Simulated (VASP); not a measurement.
Here is a VASP 6.6.1 calculation.

File INCAR:

```
SYSTEM = Al4BiSb3
ALGO = Normal
EDIFF = 1E-7
ENCUT = 520
GGA = PE
ISIF = 2
ISMEAR = 0
LASPH = .TRUE.
LCHARG = .FALSE.
LREAL = .FALSE.
LWAVE = .FALSE.
NBANDS = 31
NELM = 80
PREC = Accurate
SIGMA = 0.01
```

File KPOINTS:

```
k-points
0
G
  6 6 6
  0 0 0
```

POSCAR

```
Al4BiSb3
1.0
   -3.1682769852      3.1682769852      6.3370944958
    3.1682769852     -3.1682769852      6.3370944958
    3.1682769852      3.1682769852     -6.3370944958
Sb Al Bi
3 4 1
Direct
    0.2500000000      0.7500000000      0.5000000000
    0.5000000000      0.5000000000      0.0000000000
    0.7500000000      0.2500000000      0.5000000000
    0.8719833076      0.3815072447      0.0000000000
    0.1280166924      0.1280166924      0.5095239372
    0.3815072447      0.8719833076      0.0000000000
    0.6184927553      0.6184927553      0.4904760628
    0.0000000000      0.0000000000      0.0000000000
```

Potentials or basis: VASP PAW PBE potentials, release 64 (Sb, Al, Bi_d).

Run with:

```sh
$ cat potpaw_PBE.64/Sb/POTCAR potpaw_PBE.64/Al/POTCAR potpaw_PBE.64/Bi_d/POTCAR > POTCAR
$ mpirun -np 1 vasp_std > vasp.out
```

Estimate the largest force.

0.015 eV/Å.

Estimate the band gap on the k mesh.

0.59 eV.

Estimate the pressure.

-1.2 GPa.

Forces on the atoms (eV/Å):
```
Sb   0.000  0.000  0.000
Sb   0.000  0.000  0.000
Sb   0.000  0.000  0.000
Al  -0.008  0.008 -0.009
Al  -0.008 -0.008  0.009
Al   0.008 -0.008 -0.009
Al   0.008  0.008  0.009
Bi   0.000  0.000  0.000
```

Caveat: spin-orbit coupling is left out, which moves the levels of the heavy elements. A k mesh can miss the band edges.
